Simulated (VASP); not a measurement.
Runs of VASP 6.6.1 on Ge. The structure is that of space group Fd-3m (No. 227), or close to it. The cells are those of the table. 

```tsv
task	cell	gap on the mesh (eV)	pressure (GPa)	largest force (eV/Å)
electric field gradients	a = 4.079 Å, angles 60.0°, 2 atoms	none	-3.0	-
electric field gradients	a = 4.021 Å, angles 59.3°, 2 atoms	none	0.6	0.14
electric field gradients	a = 3.974 Å, angles 60.0°, 2 atoms	0.18	(b)	-
single point	a = 3.946 Å, angles 60.0°, 2 atoms	0.27	3.7	-
single point	a = 4.014 Å, angles 60.0°, 2 atoms	none	-0.1	-
electric field gradients	a = 4.014 Å, angles 60.0°, 2 atoms	none	-0.1	-
single point	a = 3.961 Å, angles 61.3°, 2 atoms	none	0.8	0.34
single point	a = 3.981 Å, angles 60.7°, 2 atoms	0.02	(a)	0.16
single point	a = 4.021 Å, angles 59.3°, 2 atoms	none	0.6	0.14
electric field gradients	a = 3.981 Å, angles 60.7°, 2 atoms	0.02	0.6	0.16
```

Alike in all rows: level PBEsol; potentials or basis VASP PAW PBE potentials, release 64 (Ge_d); no spin polarisation; k mesh 11 × 11 × 11; cutoff (eV) 520; smearing fermi-dirac 0.05 eV.

Problem. Estimate the missing entries.

Solution. (a) 0.3; (b) 2.1.

Caveats: the PAW data sets were made with another functional, which shifts forces and pressure a little; semilocal functionals underestimate gaps, so a narrow gap can read as zero (at least some runs); an odd mesh through Γ misses points on the zone boundary, where band edges can lie (at least some runs); the cell stands under pressure (at least some runs).

A k mesh can miss the band edges, and the runs leave out spin-orbit coupling on Ge.

A gap of «none» marks levels without a gap at the run's occupations.
